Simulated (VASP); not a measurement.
Input of a VASP 6.6.1 run:

INCAR

```
PREC = Accurate
ENCUT = 520
EDIFF = 1E-7
ISMEAR = 0
SIGMA = 0.1
LREAL = F
LASPH = T
NELM = 80
ALGO = Normal
ISIF = 2
LWAVE = F
LCHARG = F
GGA = PE
NBANDS = 22
```

KPOINTS

```
Automatic mesh
0
Gamma
  6 6 6
```

File POSCAR:

```
SbO4
1.0
    4.2895683440      0.0000000000      0.0000000000
   -2.1447841720      3.7148751572      0.0000000000
    0.0000000000      0.0000000000      3.6606767682
Sb O
1 4
Direct
    0.0000000000      0.0000000000      0.0000000000
    0.3333333333      0.6666666667      0.6789863525
    0.3333333333      0.6666666667      0.3210136475
    0.6666666667      0.3333333333      0.3210136475
    0.6666666667      0.3333333333      0.6789863525
```

Potentials or basis: VASP PAW PBE potentials, release 64 (Sb, O).

The run is started by

```sh
$ cat potpaw_PBE.64/Sb/POTCAR potpaw_PBE.64/O/POTCAR > POTCAR
$ mpirun -np 1 vasp_std > vasp.out
```

(1) Estimate the pressure.

(2) Predict the largest force.

(3) What does it give for the band gap on the k mesh?

Results:

(1) 0.5 GPa.

(2) 0.535 eV/Å.

(3) zero (an odd number of electrons rules out a gap without spin polarisation).

Caveat: spin-orbit coupling is left out, which moves the levels of the heavy elements; an odd number of electrons without spin polarisation forces a metal; a magnetic or distorted state may lie lower.
